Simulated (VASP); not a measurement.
# Bi (R-3m) in VASP: further runs, part 3 of 3

VASP 6.6.1.

## (5) Single point, PBE

File INCAR:

```
PREC = Accurate
ENCUT = 520
EDIFF = 1E-7
ISMEAR = 1
SIGMA = 1.0
LREAL = F
LASPH = T
NELM = 100
ALGO = Normal
ISIF = 2
LWAVE = F
LCHARG = F
GGA = PE
NBANDS = 22
```

File KPOINTS:

```
regular mesh
0
Gamma
  8 8 8
```

File POSCAR:

```
Bi
1.0
    2.2924582305      1.3235513765      4.0467531177
   -2.2924582305      1.3235513765      4.0467531177
    0.0000000000     -2.6471027530      4.0467531177
Bi
2
Direct
    0.2337113826      0.2337113826      0.2337113826
    0.7662886174      0.7662886174      0.7662886174
```

Potentials or basis: VASP PAW PBE potentials, release 64 (Bi_d).

Run with:

```
$ cat potpaw_PBE.64/Bi_d/POTCAR > POTCAR
$ mpirun -np 1 vasp_std > vasp.out
```

OUTCAR:

```text
PREC = Accurate
   ENCUT = 520
   EDIFF = 1E-7
   ISMEAR = 1
   LREAL = F
   LASPH = T
   NELM = 100
   ISIF = 2
   GGA = PE

 ion  position               nearest neighbor table
   1  0.234  0.234  0.234-   2 3.11   2 3.11   2 3.11   2 3.59   2 3.59   2 3.59
   2  0.766  0.766  0.766-   1 3.11   1 3.11   1 3.11   1 3.59   1 3.59   1 3.59

  LATTYP: Found a trigonal (rhomboedric) cell.
 ALAT       =     4.8356347857
 COS(alpha) =     0.5505039576

  Lattice vectors:

 A1 = (   2.2924582305,   1.3235513765,   4.0467531177)
 A2 = (  -2.2924582305,   1.3235513765,   4.0467531177)
 A3 = (   0.0000000000,  -2.6471027530,   4.0467531177)

Analysis of symmetry for initial positions (statically):
=====================================================================
 Subroutine PRICEL returns:
 Original cell was already a primitive cell.

 Routine SETGRP: Setting up the symmetry group for a
 trigonal (rhombohedral) supercell.

 Subroutine GETGRP returns: Found 12 space group operations
 (whereof 12 operations were pure point group operations)
 out of a pool of 12 trial point group operations.

The static configuration has the point symmetry D_3d.

Analysis of symmetry for dynamics (positions and initial velocities):
=====================================================================
 Subroutine PRICEL returns:
 Original cell was already a primitive cell.

 Routine SETGRP: Setting up the symmetry group for a
 trigonal (rhombohedral) supercell.

 Subroutine GETGRP returns: Found 12 space group operations
 (whereof 12 operations were pure point group operations)
 out of a pool of 12 trial point group operations.

The dynamic configuration has the point symmetry D_3d.

 Subroutine INISYM returns: Found 12 space group operations
 (whereof 12 operations are pure point group operations),
 and found     1 'primitive' translations

----------------------------------------------------------------------------------------

                                     Primitive cell

  volume of cell :      73.6716

  direct lattice vectors                    reciprocal lattice vectors
     2.292458230  1.323551376  4.046753118     0.218106482  0.125923836  0.082370563
    -2.292458230  1.323551376  4.046753118    -0.218106482  0.125923836  0.082370563
     0.000000000 -2.647102753  4.046753118     0.000000000 -0.251847672  0.082370563

  length of vectors
     4.835634786  4.835634786  4.835634786     0.264975772  0.264975772  0.264975772

  position of ions in fractional coordinates (direct lattice)
     0.233711383  0.233711383  0.233711383
     0.766288617  0.766288617  0.766288617

  ion indices of the primitive-cell ions
   primitive index   ion index
                 1           1
                 2           2

----------------------------------------------------------------------------------------

 KPOINTS: regular mesh

Automatic generation of k-mesh.
 Grid dimensions read from file:
 generate k-points for:    8    8    8

 Generating k-lattice:

  Cartesian coordinates                     Fractional coordinates (reciprocal lattice)
     0.027263310  0.015740480  0.010296320     0.125000000  0.000000000 -0.000000000
    -0.027263310  0.015740480  0.010296320     0.000000000  0.125000000 -0.000000000
     0.000000000 -0.031480959  0.010296320    -0.000000000 -0.000000000  0.125000000

  Length of vectors
     0.033121971  0.033121971  0.033121971

  Shift w.r.t. Gamma in fractional coordinates (k-lattice)
     0.000000000  0.000000000  0.000000000

 Subroutine IBZKPT returns following result:
 ===========================================

 Found     65 irreducible k-points:

 Following reciprocal coordinates:
            Coordinates               Weight
  0.000000  0.000000  0.000000      1.000000
  0.125000 -0.000000 -0.000000      6.000000
  0.250000 -0.000000 -0.000000      6.000000
  0.375000  0.000000 -0.000000      6.000000
  0.500000 -0.000000 -0.000000      3.000000
  0.125000  0.125000 -0.000000      6.000000
[... 16 lines left out ...]
  0.250000  0.125000  0.125000      6.000000
  0.375000  0.125000  0.125000      6.000000
 [... further k-points ...]
   k-points           NKPTS =     65   k-points in BZ     NKDIM =     65   number of bands    NBANDS=     22
   number of dos      NEDOS =    301   number of ions     NIONS =      2
   total plane-waves  NPLWV =  46656
   dimension x,y,z NGX =    36 NGY =   36 NGZ =   36
   dimension x,y,z NGXF=    72 NGYF=   72 NGZF=   72
   ions per type =               2
   NGX,Y,Z   is equivalent  to a cutoff of  12.38, 12.38, 12.38 a.u.
   NGXF,Y,Z  is equivalent  to a cutoff of  24.75, 24.75, 24.75 a.u.
 SYSTEM =  unknown system
   PREC   = accura    normal or accurate (medium, high low for compatibility)
   ISTART =      0    job   : 0-new  1-cont  2-samecut
   ICHARG =      2    charge: 1-file 2-atom 10-const
   ISPIN  =      1    spin polarized calculation?
   LNONCOLLINEAR =      F non collinear calculations
   LSORBIT =      F    spin-orbit coupling
   LASPH  =      T    aspherical Exc in radial PAW
   ENCUT  =  520.0 eV  38.22 Ry    6.18 a.u.   8.99  8.99  8.99*2*pi/ulx,y,z
   NELM   =    100;   NELMIN=  2; NELMDL= -5     # of ELM steps
   EDIFF  = 0.1E-06   stopping-criterion for ELM
   LREAL  =      F    real-space projection
   EDIFFG = 0.1E-05   stopping-criterion for IOM
   NSW    =      0    number of steps for IOM
   IBRION =     -1    ionic relax: 0-MD 1-quasi-New 2-CG
   NFREE  =      0    steps in history (QN), initial steepest desc. (CG)
   ISIF   =      2    stress and relaxation
   ISYM   =      2    0-nonsym 1-usesym 2-fastsym
   POTIM  = 0.5000    time-step for ionic-motion
   TEBEG  =    0.0;   TEEND  =   0.0 temperature during run
   PSTRESS=    0.0 pullay stress
   NELECT =      30.0000    total number of electrons
   NUPDOWN=      -1.0000    fix difference up-down
   EMIN   =  10.00;   EMAX   =-10.00  energy-range for DOS
   EFERMI =   0.00;   METHOD = LEGACY
   ISMEAR =     1;   SIGMA  =   1.00  broadening in eV -4-tet -1-fermi 0-gaus
   EFERMI_NEDOS =   21; number of points for ismear=-14 and -15
   IALGO  =     38    algorithm
   IMIX   =      4    mixing-type and parameters
     AMIX     =   0.40;   BMIX     =  1.00
     AMIX_MAG =   1.60;   BMIX_MAG =  1.00
  volume/ion in A,a.u.               =      36.84       248.58
  Fermi-wavevector in a.u.,A,eV,Ry     =   1.213431  2.293053 20.033429  1.472415
  Thomas-Fermi vector in A             =   2.348884
   LORBIT       =      0    0 simple, 1 ext, 2 COOP (PROOUT), +10 PAW based schemes
   GGA     = PE    functional components
   LHFCALC =     F    Hartree Fock is set to
   AEXX    =    0.0000 exact exchange contribution
   IVDW    =     0    specifies the selected vdW correction
   LEPSILON=     F    determine dielectric tensor
   LRPA    =     F    only Hartree local field effects (RPA)
 non-spin polarized calculation
 Methfessel and Paxton  Order N= 1 SIGMA  =   1.00
  energy-cutoff  :      520.00
  volume of cell :       73.67
 maximum number of plane-waves:      2014
   NGX = 17   NGY = 17   NGZ = 17

 number of electron      29.9999994 magnetization

 Free energy of the ion-electron system (eV)
  ---------------------------------------------------
  ext. energy  EPLUGINS =         0.00000000
  ---------------------------------------------------
  free energy    TOTEN  =        -7.71519852 eV

  energy without entropy =       -7.84746219  energy(sigma->0) =       -7.75928641

 E-fermi :   5.8717     XC(G=0):  -9.3195

 val. band max:        5.7654830699   @ k =  -0.3750   0.5000   0.3750
 cond. band min:       5.9845490457   @ k =   0.3750   0.1250   0.1250
 fundamental gap:      0.2190659758
 Fermi energy:         5.8717196801

 k-point     1 :       0.0000    0.0000    0.0000
  band No.  band energies     occupation
      1     -17.0386      2.00000
      2     -17.0386      2.00000
      3     -16.9055      2.00000
      4     -16.9055      2.00000
      5     -16.8935      2.00000
      6     -16.7467      2.00000
[... 14 lines left out ...]
     21      11.6714     -0.00000
     22      11.7093     -0.00000

 k-point     2 :       0.1250   -0.0000   -0.0000
  band No.  band energies     occupation
      1     -17.0292      2.00000
      2     -17.0259      2.00000
      3     -16.9015      2.00000
      4     -16.8980      2.00000
      5     -16.8870      2.00000
      6     -16.7527      2.00000
[... 14 lines left out ...]
     21      11.8318     -0.00000
     22      12.8676     -0.00000
[... 523 lines left out ...]
     21      12.2047     -0.00000
     22      13.2015     -0.00000

 k-point    24 :       0.3750    0.1250    0.1250
  band No.  band energies     occupation
      1     -16.9916      2.00000
      2     -16.9763      2.00000
      3     -16.8817      2.00000
      4     -16.8756      2.00000
      5     -16.8649      2.00000
      6     -16.7740      2.00000
[... 14 lines left out ...]
     21      13.1480     -0.00000
     22      14.5724     -0.00000

 [... further k-points ...]
[... 5 lines left out ...]
  --------------------------------------------------------------------------------------
  -------------------------------------------------------------------------------------
  Total       -0.1553609     -0.1553609     -0.0638068      0.0000000      0.0000000      0.0000000
  in kB       -3.3787201     -3.3787201     -1.3876411      0.0000000      0.0000000      0.0000000
  external PRESSURE =      -2.7150271 kB  Pullay stress =       0.0000000 kB

 VOLUME and BASIS-vectors are now :
 -----------------------------------------------------------------------------
  energy-cutoff  :      520.00
  volume of cell :       73.67
      direct lattice vectors                 reciprocal lattice vectors
     2.292458230  1.323551376  4.046753118     0.218106482  0.125923836  0.082370563
    -2.292458230  1.323551376  4.046753118    -0.218106482  0.125923836  0.082370563
     0.000000000 -2.647102753  4.046753118     0.000000000 -0.251847672  0.082370563

 POSITION                                       TOTAL-FORCE (eV/Angst)
 -----------------------------------------------------------------------------------
      0.00000      0.00000      2.83732         0.000000     -0.000000      0.012090
      0.00000      0.00000      9.30294         0.000000      0.000000     -0.012090
 -----------------------------------------------------------------------------------
    total drift:                               -0.000000      0.000000     -0.000000

  FREE ENERGIE OF THE ION-ELECTRON SYSTEM (eV)
  ---------------------------------------------------
  free  energy   TOTEN  =        -7.7151985244 eV

  energy  without entropy=       -7.8474621921  energy(sigma->0) =       -7.75928641
```

OSZICAR:

```text
N       E                     dE             d eps       ncg     rms          rms(c)
DAV:   1     0.308078317157E+03    0.30808E+03   -0.16167E+04  2860   0.160E+03
DAV:   2     0.188201875283E+02   -0.28926E+03   -0.28196E+03  2902   0.435E+02
DAV:   3    -0.679083064231E+01   -0.25611E+02   -0.25297E+02  3448   0.143E+02
DAV:   4    -0.767643866693E+01   -0.88561E+00   -0.88513E+00  3530   0.294E+01
DAV:   5    -0.771609772903E+01   -0.39659E-01   -0.39658E-01  4092   0.561E+00    0.102E+00
DAV:   6    -0.771444823993E+01    0.16495E-02   -0.17775E-02  3720   0.138E+00    0.625E-01
DAV:   7    -0.771498726215E+01   -0.53902E-03   -0.12654E-02  3426   0.125E+00    0.110E-01
DAV:   8    -0.771517856921E+01   -0.19131E-03   -0.18004E-03  3382   0.475E-01    0.213E-02
DAV:   9    -0.771519863939E+01   -0.20070E-04   -0.71448E-05  4158   0.687E-02    0.116E-02
DAV:  10    -0.771519806469E+01    0.57469E-06   -0.75480E-06  3402   0.209E-02    0.187E-03
DAV:  11    -0.771519857048E+01   -0.50578E-06   -0.65320E-07  3006   0.622E-03    0.111E-03
DAV:  12    -0.771519852444E+01    0.46040E-07   -0.21816E-07  2622   0.294E-03
   1 F= -.77151985E+01 E0= -.77592864E+01  d E =0.132264E+00
```

stdout:

```text
POSCAR found type information on POSCAR Bi
 POSCAR found :  1 types and       2 ions
 scaLAPACK will be used
 LDA part: xc-table for (Slater+PW92), standard interpolation
 POSCAR, INCAR and KPOINTS ok, starting setup
 FFT: planning ... GRIDC
 FFT: planning ... GRID_SOFT
 FFT: planning ... GRID
 WAVECAR not read
 entering main loop
```

Wall time 97 s (1 thread of Intel Xeon Platinum 8488C (Sapphire Rapids), shared host); peak memory 0.25 GiB.

Results:

- Free energy: -7.7152 eV
- Pressure: -0.3 GPa
- Largest force: 0.012 eV/Å
- Band gap on the k mesh: zero (band 15 reaches 5.77 eV, above the bottom of band 16 at 5.61 eV)

Forces on the atoms (eV/Å):
```
Bi   0.000  0.000  0.012
Bi   0.000  0.000 -0.012
```

Stress tensor (GPa, compression positive):
```
-0.34  0.00  0.00
 0.00 -0.34  0.00
 0.00  0.00 -0.14
```

Caveat: spin-orbit coupling is left out, which moves the levels of the heavy elements.

## (6) Overview

```csv
smearing,gap on the mesh (eV),pressure (GPa),largest force (eV/Å)
methfessel-paxton 0.2 eV,none,-0.1,0.03
methfessel-paxton 0.3 eV,none,-0.1,0.03
methfessel-paxton 0.6 eV,none,-0.2,0.05
methfessel-paxton 1 eV,none,-0.3,0.01
```

Alike in all rows: task single point; level PBE; potentials or basis VASP PAW PBE potentials, release 64 (Bi_d); no spin polarisation; cell as given; k mesh 8 × 8 × 8; cutoff (eV) 520.

Every run on the cell as given and a fine mesh finds a metal.

Caveats: spin-orbit coupling is left out, which moves the levels of the heavy elements.

Absolute energies hang on the potentials; compare differences alone.
